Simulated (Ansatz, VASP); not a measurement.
# Ag: VASP beside Ansatz

```
Ag
1.0
     2.75851    0.00000    0.00000
    -1.37926    2.38894    0.00000
     0.00000    0.00000    4.86654
Ag
2
Direct
  0.33333 0.66667 0.25000
  0.66667 0.33333 0.75000
```

Change from the starting cell: strain -0.050 along x and y, +0.025 along z, atoms carried along.

Alike in both runs: task single point; functional r2SCAN; k mesh 24 × 24 × 14; occupations gaussian, width 0.15 eV; no spin polarisation.

|  | VASP | Ansatz |
| --- | --- | --- |
| version | VASP 6.6.1 | Ansatz 0.2.0 |
| potentials or method | VASP PAW PBE potentials, release 64 (Ag), cutoff 520 eV | scalar-relativistic, plane waves, PAW |
| valence electrons in the cell | 22 | 38 |

```csv
,VASP,Ansatz,Ansatz less VASP
gap on the k mesh at the Fermi level (eV),none,none,-
pressure (GPa),11.2,10.9,-0.31
"traceless stress, the component that is largest in VASP (GPa)",-7.39,-7.26,+0.126
```

VASP's potentials were made for PBE, not for r2SCAN. A gap of «none» marks a metal or a gap that the smearing closes. VASP's potentials hold 22 valence electrons a cell and Ansatz's 38, so a difference there can come from the potentials and not from the codes.
